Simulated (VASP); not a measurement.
# Ga4As3P (P-4m2) in VASP: a series of runs

Ga4As3P is run at these levels: PBE; tasks: single point, relaxation of cell and atoms.

Program: VASP 6.6.1. These are calculated values, not measurements. Logs are shortened: lines on timing, memory, paths and dates and some standing lists are left out, and cuts for length are marked.

**1. The cell of the first run**

The structure is tetragonal, space group P-4m2 (No. 115). Conventional cell: a = 3.885 Å, b = 3.885 Å, c = 10.988 Å, α = 90.00°, β = 90.00°, γ = 90.00°. Within 3.1 Å of Ga (site symmetry 2mm) lie 2 P at 2.38 Å and 2 As at 2.38 Å. Within 3.1 Å of Ga (site symmetry 2mm) lie 4 As at 2.38 Å. P (site symmetry -4m2) has 4 Ga at 2.38 Å within 3.1 Å. Within 3.1 Å of As (site symmetry 2mm) lie 4 Ga at 2.38 Å. Within 3.1 Å of As (site symmetry -4m2) lie 4 Ga at 2.38 Å.

**2. Single point, PBE**

File INCAR:

```
SYSTEM = Ga4As3P
  PREC = Accurate
  ENCUT = 520
  EDIFF = 1E-7
  ISMEAR = 0
  SIGMA = 0.1
  LREAL = .False.
  LASPH = .True.
  NELM = 100
  ALGO = Normal
  ISIF = 2
  LWAVE = .False.
  LCHARG = .False.
  GGA = PE
  NBANDS = 46
```

File KPOINTS:

```
Automatic mesh
0
Gamma
  4 4 2
  0 0 0
```

File POSCAR:

```
Ga4As3P
1.0
    3.8849205900      0.0000000000      0.0000000000
    0.0000000000      3.8849205900      0.0000000000
    0.0000000000      0.0000000000     10.9882147800
Ga P As
4 1 3
Direct
    0.5000000000      0.0000000000      0.8750000000
    0.0000000000      0.5000000000      0.1250000000
    0.5000000000      0.0000000000      0.3750000000
    0.0000000000      0.5000000000      0.6250000000
    0.5000000000      0.5000000000      0.0000000000
    0.0000000000      0.0000000000      0.2500000000
    0.5000000000      0.5000000000      0.5000000000
    0.0000000000      0.0000000000      0.7500000000
```

Potentials or basis: VASP PAW PBE potentials, release 64 (Ga_d, P, As).

Started as:

```sh
cat potpaw_PBE.64/Ga_d/POTCAR potpaw_PBE.64/P/POTCAR potpaw_PBE.64/As/POTCAR > POTCAR
mpirun -np 1 vasp_std > vasp.out
```

OUTCAR:

```text
SYSTEM = Ga4As3P
   PREC = Accurate
   ENCUT = 520
   EDIFF = 1E-7
   ISMEAR = 0
   LREAL = .False.
   LASPH = .True.
   NELM = 100
   ISIF = 2
   GGA = PE

 ion  position               nearest neighbor table
   1  0.500  0.000  0.875-   5 2.38   8 2.38   5 2.38   8 2.38
   2  0.000  0.500  0.125-   5 2.38   6 2.38   6 2.38   5 2.38
   3  0.500  0.000  0.375-   6 2.38   7 2.38   7 2.38   6 2.38
   4  0.000  0.500  0.625-   7 2.38   8 2.38   8 2.38   7 2.38
   5  0.500  0.500  0.000-   1 2.38   2 2.38   1 2.38   2 2.38
   6  0.000  0.000  0.250-   2 2.38   3 2.38   2 2.38   3 2.38
   7  0.500  0.500  0.500-   3 2.38   4 2.38   3 2.38   4 2.38
   8  0.000  0.000  0.750-   1 2.38   4 2.38   4 2.38   1 2.38

  LATTYP: Found a simple tetragonal cell.
 ALAT       =     3.8849205900
 C/A-ratio  =     2.8284271262

  Lattice vectors:

 A1 = (   3.8849205900,   0.0000000000,   0.0000000000)
 A2 = (   0.0000000000,   3.8849205900,   0.0000000000)
 A3 = (   0.0000000000,   0.0000000000,  10.9882147800)

Analysis of symmetry for initial positions (statically):
=====================================================================
 Subroutine PRICEL returns:
 Original cell was already a primitive cell.

 Routine SETGRP: Setting up the symmetry group for a
 simple tetragonal supercell.

 Subroutine GETGRP returns: Found  8 space group operations
 (whereof  8 operations were pure point group operations)
 out of a pool of 16 trial point group operations.

The static configuration has the point symmetry D_2d.

Analysis of symmetry for dynamics (positions and initial velocities):
=====================================================================
 Subroutine PRICEL returns:
 Original cell was already a primitive cell.

 Routine SETGRP: Setting up the symmetry group for a
 simple tetragonal supercell.

 Subroutine GETGRP returns: Found  8 space group operations
 (whereof  8 operations were pure point group operations)
 out of a pool of 16 trial point group operations.

The dynamic configuration has the point symmetry D_2d.

 Subroutine INISYM returns: Found  8 space group operations
 (whereof  8 operations are pure point group operations),
 and found     1 'primitive' translations

----------------------------------------------------------------------------------------

                                     Primitive cell

  volume of cell :     165.8408

  direct lattice vectors                    reciprocal lattice vectors
     3.884920590  0.000000000  0.000000000     0.257405519  0.000000000  0.000000000
     0.000000000  3.884920590  0.000000000     0.000000000  0.257405519  0.000000000
     0.000000000  0.000000000 10.988214780     0.000000000  0.000000000  0.091006594

  length of vectors
     3.884920590  3.884920590 10.988214780     0.257405519  0.257405519  0.091006594

  position of ions in fractional coordinates (direct lattice)
     0.500000000  0.000000000  0.875000000
     0.000000000  0.500000000  0.125000000
     0.500000000  0.000000000  0.375000000
     0.000000000  0.500000000  0.625000000
     0.500000000  0.500000000  0.000000000
     0.000000000  0.000000000  0.250000000
     0.500000000  0.500000000  0.500000000
     0.000000000  0.000000000  0.750000000

  ion indices of the primitive-cell ions
   primitive index   ion index
                 1           1
                 2           2
                 3           3
                 4           4
                 5           5
                 6           6
                 7           7
                 8           8

----------------------------------------------------------------------------------------

 KPOINTS: Automatic mesh

Automatic generation of k-mesh.
 Grid dimensions read from file:
 generate k-points for:    4    4    2

 Generating k-lattice:

  Cartesian coordinates                     Fractional coordinates (reciprocal lattice)
     0.064351380  0.000000000  0.000000000     0.250000000  0.000000000  0.000000000
     0.000000000  0.064351380  0.000000000     0.000000000  0.250000000  0.000000000
     0.000000000  0.000000000  0.045503297     0.000000000  0.000000000  0.500000000

  Length of vectors
     0.064351380  0.064351380  0.045503297

  Shift w.r.t. Gamma in fractional coordinates (k-lattice)
     0.000000000  0.000000000  0.000000000

 Subroutine IBZKPT returns following result:
 ===========================================

 Found     12 irreducible k-points:

 Following reciprocal coordinates:
            Coordinates               Weight
  0.000000  0.000000  0.000000      1.000000
  0.250000  0.000000  0.000000      4.000000
  0.500000  0.000000  0.000000      2.000000
  0.250000  0.250000  0.000000      4.000000
  0.500000  0.250000  0.000000      4.000000
  0.500000  0.500000  0.000000      1.000000
  0.000000  0.000000  0.500000      1.000000
  0.250000  0.000000  0.500000      4.000000
  0.500000  0.000000  0.500000      2.000000
  0.250000  0.250000  0.500000      4.000000
  0.500000  0.250000  0.500000      4.000000
  0.500000  0.500000  0.500000      1.000000
   k-points           NKPTS =     12   k-points in BZ     NKDIM =     12   number of bands    NBANDS=     46
   number of dos      NEDOS =    301   number of ions     NIONS =      8
   total plane-waves  NPLWV =  75600
   dimension x,y,z NGX =    30 NGY =   30 NGZ =   84
   dimension x,y,z NGXF=    60 NGYF=   60 NGZF=  168
   ions per type =               4   1   3
   NGX,Y,Z   is equivalent  to a cutoff of  12.84, 12.84, 12.71 a.u.
   NGXF,Y,Z  is equivalent  to a cutoff of  25.68, 25.68, 25.42 a.u.
 SYSTEM =  Ga4As3P
   PREC   = accura    normal or accurate (medium, high low for compatibility)
   ISTART =      0    job   : 0-new  1-cont  2-samecut
   ICHARG =      2    charge: 1-file 2-atom 10-const
   ISPIN  =      1    spin polarized calculation?
   LNONCOLLINEAR =      F non collinear calculations
   LSORBIT =      F    spin-orbit coupling
   LASPH  =      T    aspherical Exc in radial PAW
   ENCUT  =  520.0 eV  38.22 Ry    6.18 a.u.   7.22  7.22 20.43*2*pi/ulx,y,z
   NELM   =    100;   NELMIN=  2; NELMDL= -5     # of ELM steps
   EDIFF  = 0.1E-06   stopping-criterion for ELM
   LREAL  =      F    real-space projection
   EDIFFG = 0.1E-05   stopping-criterion for IOM
   NSW    =      0    number of steps for IOM
   IBRION =     -1    ionic relax: 0-MD 1-quasi-New 2-CG
   NFREE  =      0    steps in history (QN), initial steepest desc. (CG)
   ISIF   =      2    stress and relaxation
   ISYM   =      2    0-nonsym 1-usesym 2-fastsym
   POTIM  = 0.5000    time-step for ionic-motion
   TEBEG  =    0.0;   TEEND  =   0.0 temperature during run
   PSTRESS=    0.0 pullay stress
   NELECT =      72.0000    total number of electrons
   NUPDOWN=      -1.0000    fix difference up-down
   EMIN   =  10.00;   EMAX   =-10.00  energy-range for DOS
   EFERMI =   0.00;   METHOD = LEGACY
   ISMEAR =     0;   SIGMA  =   0.10  broadening in eV -4-tet -1-fermi 0-gaus
   EFERMI_NEDOS =   21; number of points for ismear=-14 and -15
   IALGO  =     38    algorithm
   IMIX   =      4    mixing-type and parameters
     AMIX     =   0.40;   BMIX     =  1.00
     AMIX_MAG =   1.60;   BMIX_MAG =  1.00
  volume/ion in A,a.u.               =      20.73       139.89
  Fermi-wavevector in a.u.,A,eV,Ry     =   1.239620  2.342542 20.907493  1.536657
  Thomas-Fermi vector in A             =   2.374095
   LORBIT       =      0    0 simple, 1 ext, 2 COOP (PROOUT), +10 PAW based schemes
   GGA     = PE    functional components
   LHFCALC =     F    Hartree Fock is set to
   AEXX    =    0.0000 exact exchange contribution
   IVDW    =     0    specifies the selected vdW correction
   LEPSILON=     F    determine dielectric tensor
   LRPA    =     F    only Hartree local field effects (RPA)
 non-spin polarized calculation
 Gauss-broadening in eV      SIGMA  =   0.10
  energy-cutoff  :      520.00
  volume of cell :      165.84
 maximum number of plane-waves:      4492
 NGX is ok and might be reduce to    30
   NGX = 15   NGY = 15   NGZ = 41

 number of electron      71.9999953 magnetization

 Free energy of the ion-electron system (eV)
  ---------------------------------------------------
  ext. energy  EPLUGINS =         0.00000000
  ---------------------------------------------------
  free energy    TOTEN  =       -33.14570465 eV

  energy without entropy =      -33.14570465  energy(sigma->0) =      -33.14570465

 E-fermi :   5.1693     XC(G=0):  -9.9078

 val. band max:        4.7061148577   @ k =   0.0000   0.0000   0.0000
 cond. band min:       5.9984217012   @ k =   0.0000   0.0000   0.0000
 fundamental gap:      1.2923068434
 Fermi energy:         5.1692775545

 k-point     1 :       0.0000    0.0000    0.0000
  band No.  band energies     occupation
      1     -10.3548      2.00000
      2     -10.2908      2.00000
      3     -10.2196      2.00000
      4     -10.2195      2.00000
      5     -10.2195      2.00000
      6     -10.1870      2.00000
[... 38 lines left out ...]
     45       8.4662      0.00000
     46       8.4879      0.00000

 k-point     2 :       0.2500    0.0000    0.0000
  band No.  band energies     occupation
      1     -10.3464      2.00000
      2     -10.2989      2.00000
      3     -10.2698      2.00000
      4     -10.2135      2.00000
      5     -10.2013      2.00000
      6     -10.1955      2.00000
[... 38 lines left out ...]
     45       9.4952      0.00000
     46      10.3243      0.00000

 k-point     3 :       0.5000    0.0000    0.0000
  band No.  band energies     occupation
      1     -10.3406      2.00000
      2     -10.3211      2.00000
      3     -10.2982      2.00000
      4     -10.2030      2.00000
      5     -10.2028      2.00000
      6     -10.2007      2.00000
[... 430 lines left out ...]
     45      11.0103      0.00000
     46      11.1438      0.00000

 k-point    12 :       0.5000    0.5000    0.5000
  band No.  band energies     occupation
      1     -10.3735      2.00000
      2     -10.3454      2.00000
      3     -10.3380      2.00000
      4     -10.2218      2.00000
      5     -10.1766      2.00000
      6     -10.1661      2.00000
[... 38 lines left out ...]
     45      12.9899      0.00000
     46      13.2577      0.00000

------------------------ aborting loop because EDIFF is reached ----------------------------------------

  FORCE on cell =-STRESS in cart. coord.  units (eV):
  Direction    XX          YY          ZZ          XY          YZ          ZX
  --------------------------------------------------------------------------------------
  -------------------------------------------------------------------------------------
  Total        9.5037866      9.5037866      8.2571435      0.0000000      0.0000000     -0.0000000
  in kB       91.8154624     91.8154624     79.7717247      0.0000000      0.0000000     -0.0000000
  external PRESSURE =      87.8008832 kB  Pullay stress =       0.0000000 kB

 VOLUME and BASIS-vectors are now :
 -----------------------------------------------------------------------------
  energy-cutoff  :      520.00
  volume of cell :      165.84
      direct lattice vectors                 reciprocal lattice vectors
     3.884920590  0.000000000  0.000000000     0.257405519  0.000000000  0.000000000
     0.000000000  3.884920590  0.000000000     0.000000000  0.257405519  0.000000000
     0.000000000  0.000000000 10.988214780     0.000000000  0.000000000  0.091006594

 POSITION                                       TOTAL-FORCE (eV/Angst)
 -----------------------------------------------------------------------------------
      1.94246      0.00000      9.61469         0.000000     -0.000000      0.850212
      0.00000      1.94246      1.37353         0.000000     -0.000000     -0.850212
      1.94246      0.00000      4.12058         0.000000     -0.000000     -0.011636
      0.00000      1.94246      6.86763         0.000000     -0.000000      0.011636
      1.94246      1.94246      0.00000        -0.000000     -0.000000      0.000000
      0.00000      0.00000      2.74705         0.000000      0.000000     -0.065237
      1.94246      1.94246      5.49411         0.000000      0.000000      0.000000
      0.00000      0.00000      8.24116         0.000000     -0.000000      0.065237
 -----------------------------------------------------------------------------------
    total drift:                                0.000000      0.000000      0.000000

  FREE ENERGIE OF THE ION-ELECTRON SYSTEM (eV)
  ---------------------------------------------------
  free  energy   TOTEN  =       -33.1457046520 eV

  energy  without entropy=      -33.1457046520  energy(sigma->0) =      -33.14570465
```

Run time: 3.9 min. Hardware: 1 thread of Intel Xeon 8259CL, shared host; peak memory 0.3 GiB.

What came out:

| Property | Result |
| --- | --- |
| Free energy | -33.1457 eV |
| Pressure | 8.8 GPa |
| Largest force | 0.850 eV/Å |
| Band gap on the k mesh | 1.29 eV |

Forces on the atoms (eV/Å):
```
Ga   0.000  0.000  0.850
Ga   0.000  0.000 -0.850
Ga   0.000  0.000 -0.012
Ga   0.000  0.000  0.012
P    0.000  0.000  0.000
As   0.000  0.000 -0.065
As   0.000  0.000  0.000
As   0.000  0.000  0.065
```

Stress tensor (GPa, compression positive):
```
9.18 0.00 0.00
0.00 9.18 0.00
0.00 0.00 7.98
```

Caveat: the cell stands under pressure. A k mesh can miss the band edges.

(Part 1 of 3 ends here.)
